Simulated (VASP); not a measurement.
# Cl (Fm-3m) in VASP: a series of runs

Cl is run at these levels: revPBE; tasks: single point, relaxation of cell and atoms.

Program: VASP 6.6.1. These are calculated values, not measurements. Logs are shortened: lines on timing, memory, paths and dates and some standing lists are left out, and cuts for length are marked.

## (1) The cell of the first run

It takes space group Fm-3m (No. 225, cubic). The conventional cell has a = 4.513 Å, b = 4.513 Å, c = 4.513 Å, α = 90.00°, β = 90.00°, γ = 90.00°. Within 4.2 Å of Cl (site symmetry m-3m) lie 12 Cl at 3.19 Å.

## (2) Single point, revPBE

The input, INCAR:

```
PREC     = Accurate       # precision mode
ENCUT    = 500            # plane-wave cutoff, eV
EDIFF    = 1E-6           # SCF threshold, eV
ISMEAR   = 1              # smearing method
SIGMA    = 0.05           # smearing width, eV
LREAL    = F              # projectors in reciprocal space
LASPH    = T              # aspherical terms in the spheres
NELM     = 120            # most SCF steps
ALGO     = Normal         # electronic algorithm
ISIF     = 2              # what is computed and relaxed
LWAVE    = F              # write WAVECAR
LCHARG   = T              # write CHGCAR
GGA      = RE             # functional
LELF     = T              # ELF
LVHAR    = T            
NBANDS   = 10             # bands
GGA_COMPAT= F
```

The input, KPOINTS:

```
regular mesh
0
Gamma
  7 7 7
```

The input, POSCAR:

```
Cl
1.0
    0.0000000000      2.2562738190      2.2562738190
    2.2562738190      0.0000000000      2.2562738190
    2.2562738190      2.2562738190      0.0000000000
Cl
1
Direct
    0.0000000000      0.0000000000      0.0000000000
```

Potentials or basis: VASP PAW PBE potentials, release 64 (Cl).

The run is started by

```console
$ cat potpaw_PBE.64/Cl/POTCAR > POTCAR
$ mpirun -np 1 vasp_std > vasp.out
```

OUTCAR:

```text
PREC = Accurate
   ENCUT = 500
   EDIFF = 1E-6
   ISMEAR = 1
   LREAL = F
   LASPH = T
   NELM = 120
   ISIF = 2
   GGA = RE

 ion  position               nearest neighbor table
   1  0.000  0.000  0.000-

  LATTYP: Found a face centered cubic cell.
 ALAT       =     4.5125476380

  Lattice vectors:

 A1 = (   0.0000000000,   2.2562738190,   2.2562738190)
 A2 = (   2.2562738190,   0.0000000000,   2.2562738190)
 A3 = (   2.2562738190,   2.2562738190,   0.0000000000)

Analysis of symmetry for initial positions (statically):
=====================================================================
 Subroutine PRICEL returns:
 Original cell was already a primitive cell.

 Routine SETGRP: Setting up the symmetry group for a
 face centered cubic supercell.

 Subroutine GETGRP returns: Found 48 space group operations
 (whereof 48 operations were pure point group operations)
 out of a pool of 48 trial point group operations.

The static configuration has the point symmetry O_h .

Analysis of symmetry for dynamics (positions and initial velocities):
=====================================================================
 Subroutine PRICEL returns:
 Original cell was already a primitive cell.

 Routine SETGRP: Setting up the symmetry group for a
 face centered cubic supercell.

 Subroutine GETGRP returns: Found 48 space group operations
 (whereof 48 operations were pure point group operations)
 out of a pool of 48 trial point group operations.

The dynamic configuration has the point symmetry O_h .

 Subroutine INISYM returns: Found 48 space group operations
 (whereof 48 operations are pure point group operations),
 and found     1 'primitive' translations

----------------------------------------------------------------------------------------

                                     Primitive cell

  volume of cell :      22.9723

  direct lattice vectors                    reciprocal lattice vectors
     0.000000000  2.256273819  2.256273819    -0.221604309  0.221604309  0.221604309
     2.256273819  0.000000000  2.256273819     0.221604309 -0.221604309  0.221604309
     2.256273819  2.256273819  0.000000000     0.221604309  0.221604309 -0.221604309

  length of vectors
     3.190853035  3.190853035  3.190853035     0.383829922  0.383829922  0.383829922

  position of ions in fractional coordinates (direct lattice)
     0.000000000  0.000000000  0.000000000

  ion indices of the primitive-cell ions
   primitive index   ion index
                 1           1

----------------------------------------------------------------------------------------

 KPOINTS: regular mesh

Automatic generation of k-mesh.
 Grid dimensions read from file:
 generate k-points for:    7    7    7

 Generating k-lattice:

  Cartesian coordinates                     Fractional coordinates (reciprocal lattice)
    -0.031657758  0.031657758  0.031657758     0.142857143  0.000000000  0.000000000
     0.031657758 -0.031657758  0.031657758     0.000000000  0.142857143  0.000000000
     0.031657758  0.031657758 -0.031657758     0.000000000  0.000000000  0.142857143

  Length of vectors
     0.054832846  0.054832846  0.054832846

  Shift w.r.t. Gamma in fractional coordinates (k-lattice)
     0.000000000  0.000000000  0.000000000

 Subroutine IBZKPT returns following result:
 ===========================================

 Found     20 irreducible k-points:

 Following reciprocal coordinates:
            Coordinates               Weight
  0.000000  0.000000  0.000000      1.000000
  0.142857  0.000000  0.000000      8.000000
  0.285714  0.000000  0.000000      8.000000
  0.428571  0.000000  0.000000      8.000000
  0.142857  0.142857  0.000000      6.000000
  0.285714  0.142857  0.000000     24.000000
[... 12 lines left out ...]
 -0.428571  0.428571  0.142857     24.000000
 -0.285714  0.428571  0.142857     24.000000
   k-points           NKPTS =     20   k-points in BZ     NKDIM =     20   number of bands    NBANDS=     10
   number of dos      NEDOS =    301   number of ions     NIONS =      1
   total plane-waves  NPLWV =  13824
   dimension x,y,z NGX =    24 NGY =   24 NGZ =   24
   dimension x,y,z NGXF=    48 NGYF=   48 NGZF=   48
   ions per type =               1
   NGX,Y,Z   is equivalent  to a cutoff of  12.50, 12.50, 12.50 a.u.
   NGXF,Y,Z  is equivalent  to a cutoff of  25.01, 25.01, 25.01 a.u.
 SYSTEM =  unknown system
   PREC   = accura    normal or accurate (medium, high low for compatibility)
   ISTART =      0    job   : 0-new  1-cont  2-samecut
   ICHARG =      2    charge: 1-file 2-atom 10-const
   ISPIN  =      1    spin polarized calculation?
   LNONCOLLINEAR =      F non collinear calculations
   LSORBIT =      F    spin-orbit coupling
   LASPH  =      T    aspherical Exc in radial PAW
   ENCUT  =  500.0 eV  36.75 Ry    6.06 a.u.   5.82  5.82  5.82*2*pi/ulx,y,z
   NELM   =    120;   NELMIN=  2; NELMDL= -5     # of ELM steps
   EDIFF  = 0.1E-05   stopping-criterion for ELM
   LREAL  =      F    real-space projection
   EDIFFG = 0.1E-04   stopping-criterion for IOM
   NSW    =      0    number of steps for IOM
   IBRION =     -1    ionic relax: 0-MD 1-quasi-New 2-CG
   NFREE  =      0    steps in history (QN), initial steepest desc. (CG)
   ISIF   =      2    stress and relaxation
   ISYM   =      2    0-nonsym 1-usesym 2-fastsym
   POTIM  = 0.5000    time-step for ionic-motion
   TEBEG  =    0.0;   TEEND  =   0.0 temperature during run
   PSTRESS=    0.0 pullay stress
   NELECT =       7.0000    total number of electrons
   NUPDOWN=      -1.0000    fix difference up-down
   EMIN   =  10.00;   EMAX   =-10.00  energy-range for DOS
   EFERMI =   0.00;   METHOD = LEGACY
   ISMEAR =     1;   SIGMA  =   0.05  broadening in eV -4-tet -1-fermi 0-gaus
   EFERMI_NEDOS =   21; number of points for ismear=-14 and -15
   IALGO  =     38    algorithm
   IMIX   =      4    mixing-type and parameters
     AMIX     =   0.40;   BMIX     =  1.00
     AMIX_MAG =   1.60;   BMIX_MAG =  1.00
  volume/ion in A,a.u.               =      22.97       155.03
  Fermi-wavevector in a.u.,A,eV,Ry     =   1.101638  2.081795 16.512126  1.213607
  Thomas-Fermi vector in A             =   2.238069
   LORBIT       =      0    0 simple, 1 ext, 2 COOP (PROOUT), +10 PAW based schemes
   GGA     = RE    functional components
   LHFCALC =     F    Hartree Fock is set to
   AEXX    =    0.0000 exact exchange contribution
   IVDW    =     0    specifies the selected vdW correction
   LEPSILON=     F    determine dielectric tensor
   LRPA    =     F    only Hartree local field effects (RPA)
 non-spin polarized calculation
 Methfessel and Paxton  Order N= 1 SIGMA  =   0.05
  energy-cutoff  :      500.00
  volume of cell :       22.97
 maximum number of plane-waves:       592
   NGX = 11   NGY = 11   NGZ = 11

 number of electron       6.9999998 magnetization

 Free energy of the ion-electron system (eV)
  ---------------------------------------------------
  ext. energy  EPLUGINS =         0.00000000
  ---------------------------------------------------
  free energy    TOTEN  =        -0.60987956 eV

  energy without entropy =       -0.61166374  energy(sigma->0) =       -0.61047428

 E-fermi :   0.8684     XC(G=0):  -8.9866

 val. band max:        0.8356959150   @ k =  -0.2857   0.2857   0.0000
 cond. band min:       0.9173854502   @ k =  -0.4286   0.1429   0.0000
 fundamental gap:      0.0816895352
 Fermi energy:         0.8684173432

 k-point     1 :       0.0000    0.0000    0.0000
  band No.  band energies     occupation
      1     -13.9103      2.00000
      2       1.5635     -0.00000
      3       1.5635     -0.00000
      4       1.5635     -0.00000
      5      10.5087      0.00000
      6      15.0041      0.00000
      7      15.0041      0.00000
      8      15.0041      0.00000
      9      18.6110      0.00000
     10      18.6110      0.00000

 k-point     2 :       0.1429    0.0000    0.0000
  band No.  band energies     occupation
      1     -13.7005      2.00000
      2       0.5390      2.00000
      3       1.4592     -0.00000
      4       1.4592     -0.00000
      5      11.3724      0.00000
      6      14.3700      0.00000
      7      15.3622      0.00000
      8      15.3622      0.00000
      9      18.0407      0.00000
     10      18.0407      0.00000

 k-point     3 :       0.2857    0.0000    0.0000
  band No.  band energies     occupation
      1     -13.1709      2.00000
      2      -1.3824      2.00000
      3       1.2415     -0.00000
      4       1.2415     -0.00000
      5      11.5862      0.00000
      6      15.1796      0.00000
      7      15.1796      0.00000
      8      15.3148      0.00000
      9      18.7474      0.00000
     10      18.7474      0.00000

 k-point     4 :       0.4286    0.0000    0.0000
  band No.  band energies     occupation
      1     -12.6655      2.00000
      2      -2.7695      2.00000
      3       1.0812     -0.00000
      4       1.0812     -0.00000
      5      11.0757      0.00000
      6      14.5661      0.00000
      7      14.5661      0.00000
      8      17.0070      0.00000
      9      20.9310      0.00000
     10      20.9326      0.00000

 k-point     5 :       0.1429    0.1429    0.0000
  band No.  band energies     occupation
      1     -13.6306      2.00000
      2       0.6055      2.00000
      3       1.2260     -0.00000
      4       1.2260     -0.00000
      5      11.6983      0.00000
      6      13.5974      0.00000
      7      15.8640      0.00000
      8      15.8640      0.00000
      9      16.5964      0.00000
     10      19.0219      0.00000

 k-point     6 :       0.2857    0.1429    0.0000
  band No.  band energies     occupation
      1     -13.2052      2.00000
      2      -0.8183      2.00000
      3       0.9401     -0.06091
      4       0.9679     -0.01652
      5      12.1923      0.00000
      6      13.3836      0.00000
      7      14.9361      0.00000
      8      16.2873      0.00000
      9      17.9291      0.00000
     10      19.6600      0.00000
[... 131 lines left out ...]
 k-point    17 :       0.4286    0.2857    0.1429
  band No.  band energies     occupation
      1     -12.7706      2.00000
      2      -1.5407      2.00000
      3       0.0099      2.00000
      4       0.8214      2.03556
      5      12.5030      0.00000
      6      12.8108      0.00000
      7      14.4573      0.00000
      8      17.5924      0.00000
      9      18.0725      0.00000
     10      22.1230      0.00000

 k-point    18 :      -0.4286    0.2857    0.1429
  band No.  band energies     occupation
      1     -12.3729      2.00000
      2      -2.1761      2.00000
      3      -0.5394      2.00000
      4       0.5149      2.00000
      5      12.2232      0.00000
      6      13.0662      0.00000
      7      15.0582      0.00000
      8      16.9012      0.00000
      9      20.1516      0.00000
     10      23.3850      0.00000

 k-point    19 :      -0.4286    0.4286    0.1429
  band No.  band energies     occupation
      1     -12.2148      2.00000
      2      -2.1014      2.00000
      3      -0.5392      2.00000
      4      -0.0497      2.00000
      5      10.8042      0.00000
      6      12.0658      0.00000
      7      16.4528      0.00000
      8      18.7758      0.00000
      9      21.2841      0.00000
     10      24.0171      0.00000

 k-point    20 :      -0.2857    0.4286    0.1429
  band No.  band energies     occupation
      1     -12.1583      2.00000
      2      -1.6377      2.00000
      3      -1.4477      2.00000
      4       0.0183      2.00000
      5      11.4456      0.00000
      6      13.6391      0.00000
      7      15.2283      0.00000
      8      17.1027      0.00000
      9      21.3680      0.00000
     10      23.5942      0.00000

------------------------ aborting loop because EDIFF is reached ----------------------------------------

  FORCE on cell =-STRESS in cart. coord.  units (eV):
  Direction    XX          YY          ZZ          XY          YZ          ZX
  --------------------------------------------------------------------------------------
  -------------------------------------------------------------------------------------
  Total       -0.0150514     -0.0150514     -0.0150514     -0.0000000     -0.0000000      0.0000000
  in kB       -1.0497392     -1.0497392     -1.0497392     -0.0000000     -0.0000000      0.0000000
  external PRESSURE =      -1.0497392 kB  Pullay stress =       0.0000000 kB

 VOLUME and BASIS-vectors are now :
 -----------------------------------------------------------------------------
  energy-cutoff  :      500.00
  volume of cell :       22.97
      direct lattice vectors                 reciprocal lattice vectors
     0.000000000  2.256273819  2.256273819    -0.221604309  0.221604309  0.221604309
     2.256273819  0.000000000  2.256273819     0.221604309 -0.221604309  0.221604309
     2.256273819  2.256273819  0.000000000     0.221604309  0.221604309 -0.221604309

 POSITION                                       TOTAL-FORCE (eV/Angst)
 -----------------------------------------------------------------------------------
      0.00000      0.00000      0.00000         0.000000      0.000000      0.000000
 -----------------------------------------------------------------------------------
    total drift:                                0.000000     -0.000000     -0.000000

  FREE ENERGIE OF THE ION-ELECTRON SYSTEM (eV)
  ---------------------------------------------------
  free  energy   TOTEN  =        -0.6098795557 eV

  energy  without entropy=       -0.6116637364  energy(sigma->0) =       -0.61047428
```

Run time: 3 s. Hardware: 1 thread of Intel Xeon Platinum 8375C at 2.90GHz (Ice Lake), shared host; peak memory 0.13 GiB.

Results:

- Free energy: -0.6099 eV
- Pressure: -0.1 GPa
- Band gap on the k mesh: zero (an odd number of electrons rules out a gap without spin polarisation)

Caveat: the PAW data sets were made with another functional, which shifts forces and pressure a little; an odd number of electrons without spin polarisation forces a metal; a magnetic or distorted state may lie lower.

## (3) Relaxation of cell and atoms, revPBE

This run uses another cell than the first one, of 22.33 Å³/atom.

The input, INCAR:

```
PREC = Accurate
ENCUT = 500
EDIFF = 1E-7
ISMEAR = 1
SIGMA = 0.05
LREAL = F
LASPH = T
NELM = 120
ALGO = Normal
ISIF = 3
LWAVE = F
LCHARG = F
GGA = RE
IBRION = 2
NSW = 80
EDIFFG = -0.03
GGA_COMPAT = F
NELMIN = 4
```

KPOINTS is that of step 2.

The input, POSCAR:

```
Cl
1.0
    0.0000000000      2.2350000000      2.2350000000
    2.2350000000      0.0000000000      2.2350000000
    2.2350000000      2.2350000000      0.0000000000
Cl
1
Direct
    0.0000000000      0.0000000000      0.0000000000
```

Potentials or basis: VASP PAW PBE potentials, release 64 (Cl).

The run is started by

```console
$ cat potpaw_PBE.64/Cl/POTCAR > POTCAR
$ mpirun -np 1 vasp_std > vasp.out
```

Wall time 4.7 s (1 thread of Intel Xeon Platinum 8375C at 2.90GHz (Ice Lake), shared host); peak memory 0.12 GiB.

It converged, with:

* Free energy: -0.6095 eV
* Relaxed volume: 22.87 Å³/atom
* Relaxed cell: a = 3.186 Å, b = 3.186 Å, c = 3.186 Å, α = 60.00°, β = 60.00°, γ = 60.00°
* Space group after relaxing (to 0.1 Å): Fm-3m (No. 225)
* Energy gained by relaxing: 0.9 meV/atom
* Ionic steps: 3
* Pressure after relaxing: 0.0 GPa
* Band gap on the k mesh: zero (an odd number of electrons rules out a gap without spin polarisation)

The path:
```
step  energy change (eV)  largest force (eV/Å)  pressure (GPa)  volume (Å³)
   1              0.0000                0.0000            0.54        22.33
   2             -0.0006                0.0000            0.28        22.57
   3             -0.0009                0.0000           -0.01        22.87
```

Final structure:
```
CELL_PARAMETERS angstrom
0.00000 2.25283 2.25283
2.25283 0.00000 2.25283
2.25283 2.25283 0.00000
ATOMIC_POSITIONS crystal
Cl 0.00000 0.00000 0.00000
```

Levels at points of the mesh, in eV from the Fermi level:
```csv
k point,band 1,band 2,band 3,band 4,band 5,band 6,band 7
"(0.00, 0.00, 0.00)",-14.80,0.70,0.70,0.70,9.67,14.14,14.14
```

Caveat: the PAW data sets were made with another functional, which shifts forces and pressure a little; an odd number of electrons without spin polarisation forces a metal; a magnetic or distorted state may lie lower.
